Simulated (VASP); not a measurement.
A run of VASP 6.6.1 is set up as follows.

Contents of INCAR:

```
SYSTEM = Ta
ALGO     = Normal         ! electronic algorithm
EDIFF    = 1E-6           ! SCF threshold, eV
ENCUT    = 520            ! plane-wave cutoff, eV
GGA      = CA             ! functional
ISIF     = 2              ! what is computed and relaxed
ISMEAR   = -1             ! smearing method
LASPH    = .True.         ! aspherical terms in the spheres
LCHARG   = .True.         ! write CHGCAR
LELF     = .True.         ! ELF
LREAL    = .False.        ! projectors in reciprocal space
LVHAR    = .True.       
LWAVE    = .False.        ! write WAVECAR
NBANDS   = 18             ! bands
NELM     = 60             ! most SCF steps
PREC     = Accurate       ! precision mode
SIGMA    = 0.15           ! smearing width, eV
```

Contents of KPOINTS:

```
k-points
0
Gamma
  11 11 6
  0 0 0
```

The input POSCAR:

```
Ta
1.0
    2.8410294714      0.0000000000      0.0000000000
   -1.4205147357      2.4604036952      0.0000000000
    0.0000000000      0.0000000000      5.0693114866
Ta
2
Direct
    0.6666666667      0.3333333333      0.7500000000
    0.3333333333      0.6666666667      0.2500000000
```

Potentials or basis: VASP PAW LDA potentials, release 64 (Ta_pv).

Launch:

```sh
$ cat potpaw_LDA.64/Ta_pv/POTCAR > POTCAR
$ mpirun -np 1 vasp_std > vasp.out
```

**Question.** Estimate the band gap on the k mesh.

**Answer.** Zero (band 11 reaches 7.68 eV, above the bottom of band 12 at 5.14 eV).

**Question.** What does it give for the pressure?

**Answer.** 0.8 GPa.

Caveat: spin-orbit coupling is left out, which moves the levels of the heavy elements.
